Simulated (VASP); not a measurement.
A run of VASP 6.6.1:

INCAR

```
SYSTEM = ReBi
PREC     = Accurate       ! precision mode
ENCUT    = 520            ! plane-wave cutoff, eV
EDIFF    = 1E-6           ! SCF threshold, eV
ISMEAR   = 0              ! smearing method
SIGMA    = 0.05           ! smearing width, eV
LREAL    = .FALSE.        ! projectors in reciprocal space
LASPH    = .TRUE.         ! aspherical terms in the spheres
NELM     = 100            ! most SCF steps
ALGO     = Fast           ! electronic algorithm
ISIF     = 2              ! what is computed and relaxed
LWAVE    = .FALSE.        ! write WAVECAR
LCHARG   = .TRUE.         ! write CHGCAR
GGA      = PS             ! functional
LELF     = .TRUE.         ! ELF
LVHAR    = .TRUE.       
NBANDS   = 18             ! bands
```

KPOINTS

```
Automatic mesh
0
G
  10 10 10
  0 0 0
```

File POSCAR:

```
ReBi
1.0
    0.0000000000      3.0471312303      3.0471312303
    3.0471312303      0.0000000000      3.0471312303
    3.0471312303      3.0471312303      0.0000000000
Re Bi
1 1
Direct
    0.0000000000      0.0000000000      0.0000000000
    0.2500000000      0.2500000000      0.2500000000
```

Potentials or basis: VASP PAW PBE potentials, release 64 (Re, Bi_d).

Run with:

```bash
$ cat potpaw_PBE.64/Re/POTCAR potpaw_PBE.64/Bi_d/POTCAR > POTCAR
$ mpirun -np 1 vasp_std > vasp.out
```

Hardware: 1 thread of AMD EPYC 9R45 96-Core Processor (Zen 5), on a shared host.

Q: Estimate the wall time of this run.

A: It took 35 s on 1 thread of AMD EPYC 9R45 96-Core Processor (Zen 5), with other jobs on the host, peak memory 0.18 GiB. Counts: scf iterations 16, k points 47.
